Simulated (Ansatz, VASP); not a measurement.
**Ni in VASP and in Ansatz**

```
CELL_PARAMETERS angstrom
0.00000 2.51359 2.51359
2.51359 0.00000 2.51359
2.51359 2.51359 0.00000
ATOMIC_POSITIONS crystal
Ni 0.50000 0.50000 0.50000
Ni 0.75000 0.75000 0.75000
```

Alike in both runs: functional r2SCAN; k mesh 6 × 6 × 6; occupations gaussian, width 0.1 eV; collinear spin.

Ansatz relaxed the structure, and its values are those at the end. VASP's run is a single point on that final structure, the one shown.

|  | VASP | Ansatz |
| --- | --- | --- |
| version | VASP 6.6.1 | Ansatz 0.2.0 |
| potentials or method | VASP PAW PBE potentials, release 64 (Ni), cutoff 520 eV | scalar-relativistic, plane waves, PAW |
| valence electrons in the cell | 20 | 36 |

Ansatz gave:

- gap on the k mesh at the Fermi level (eV): none
- pressure (GPa): 0.1
- net moment per atom (μB): 0.83
- size of the moment on the site where the two differ most (μB): 0.90

Which values does VASP return?

gap on the k mesh at the Fermi level (eV): none; pressure (GPa): 0.0; net moment per atom (μB): 0.82; size of the moment on the site where the two differ most (μB): 0.83.

VASP's potentials were made for PBE, not for r2SCAN. Site moments also hang on the region over which each program counts them. A gap of «none» marks a metal or a gap that the smearing closes. VASP's potentials hold 20 valence electrons a cell and Ansatz's 36, so a difference there can come from the potentials and not from the codes.

The k mesh is coarse, so the values compare programs but aren't converged.
